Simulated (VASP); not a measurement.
Crystal: BP (lda).

```
B P
1.0
     0.00000    2.26900    2.26900
     2.26900    0.00000    2.26900
     2.26900    2.26900    0.00000
B P
1 1
Direct
  0.00000 0.00000 0.00000
  0.25000 0.25000 0.25000
```

| Quantity | Value |
| --- | --- |
| Program | VASP 6.6.1 |
| Task | relaxation of cell and atoms |
| Functional | LDA |
| Potentials or basis | VASP PAW LDA potentials, release 64 (B, P) |
| Cutoff | 500 eV |
| k mesh | 10 × 10 × 10 |
| Occupations | gaussian, width 0.02 eV |
| Spin | no spin polarisation |

At the start: pressure -5.3 GPa; volume 11.68 Å³/atom.

Question: Where does the relaxation end?

Answer: Over 3 steps the energy falls by 6.3 meV/atom and the volume is 11.31 Å³/atom (-3.2 %); space group F-43m (No. 216, to 0.05 Å).

Step by step:
| step | energy change (eV) | largest force (eV/Å) | pressure (GPa) | volume (Å³) |
| --- | --- | --- | --- | --- |
| 1 | 0.0000 | 0.0000 | -5.31 | 23.36 |
| 2 | -0.0051 | 0.0000 | 4.48 | 22.08 |
| 3 | -0.0126 | 0.0000 | -0.02 | 22.62 |

Final structure:
```
B P
1.0
     0.00000    2.24484    2.24484
     2.24484    0.00000    2.24484
     2.24484    2.24484    0.00000
B P
1 1
Cartesian
  0.0000 0.0000 0.0000
  1.1224 1.1224 1.1224
```
